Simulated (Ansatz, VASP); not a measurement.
## One calculation of ZrB, two programs

```
Zr B
1.0
     0.00000    2.38263    2.61061
     2.38263    0.00000    2.61061
     2.38263    2.38263    0.00000
Zr B
1 1
Direct
  0.50000 0.50000 0.50000
  0.00000 0.00000 0.00000
```

Alike in both runs: task single point; functional PBE; k mesh 12 × 12 × 12; no spin polarisation.

|  | VASP | Ansatz |
| --- | --- | --- |
| version | VASP 6.6.1 | Ansatz 0.2.0 |
| potentials or method | VASP PAW PBE potentials, release 64 (Zr_sv, B), cutoff 520 eV | plane waves, PAW |
| occupations | methfessel-paxton of order 1, width 0.1 eV | cold |
| valence electrons in the cell | 15 | 15 |

VASP gave:

| Quantity | Value |
| --- | --- |
| pressure (GPa) | 1.5 |
| traceless stress, the component that is largest in VASP (GPa) | -16.72 |

Q: Which values does Ansatz return?

A: Pressure (GPa): 1.4; traceless stress, the component that is largest in VASP (GPa): -16.71.

Ansatz's warnings: stress scf threshold loose.
